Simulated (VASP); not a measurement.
A run of VASP 6.6.1:

File INCAR:

```
SYSTEM = MnO
PREC     = Accurate       ! precision mode
ENCUT    = 520            ! plane-wave cutoff, eV
EDIFF    = 1E-6           ! SCF threshold, eV
ISMEAR   = -1             ! smearing method
SIGMA    = 0.05           ! smearing width, eV
LREAL    = .False.        ! projectors in reciprocal space
LASPH    = .True.         ! aspherical terms in the spheres
NELM     = 150            ! most SCF steps
ALGO     = Normal         ! electronic algorithm
ISIF     = 2              ! what is computed and relaxed
LWAVE    = .False.        ! write WAVECAR
LCHARG   = .False.        ! write CHGCAR
ISPIN    = 2              ! spin polarisation
MAGMOM   = 4.5 -4.5 0 0   ! initial moments
LORBIT   = 11             ! projections on sites
LMAXMIX  = 4              ! l up to which the mixer works
LDAU     = .True.         ! DFT+U
LDAUTYPE = 2            
LDAUL    = 2 -1           ! shell
LDAUU    = 4 0            ! U, eV
LDAUJ    = 0 0          
LDAUPRINT= 1            
GGA      = PE             ! functional
NBANDS   = 31             ! bands
```

KPOINTS

```
regular mesh
0
Gamma
  4 8 8
  0 0 0
```

The input POSCAR:

```
MnO
1.0
    0.0000000000      4.4460000000      4.4460000000
    2.2230000000      0.0000000000      2.2230000000
    2.2230000000      2.2230000000      0.0000000000
Mn O
2 2
Direct
    0.0000000000      0.0000000000      0.0000000000
    0.5000000000      0.0000000000      0.0000000000
    0.2500000000      0.5000000000      0.5000000000
    0.7500000000      0.5000000000      0.5000000000
```

Potentials or basis: VASP PAW PBE potentials, release 64 (Mn_pv, O).

Launch:

```console
$ cat potpaw_PBE.64/Mn_pv/POTCAR potpaw_PBE.64/O/POTCAR > POTCAR
$ mpirun -np 1 vasp_std > vasp.out
```

Hardware: 1 thread of Intel(R) Xeon(R) 6975P-C (Granite Rapids), with other jobs on the host.

Problem. How long does it take, and how much memory?

Solution. Run time: 32 s on 1 thread of Intel(R) Xeon(R) 6975P-C (Granite Rapids) (shared host), peak memory 0.22 GiB. Counts: scf iterations 15, k points 35.
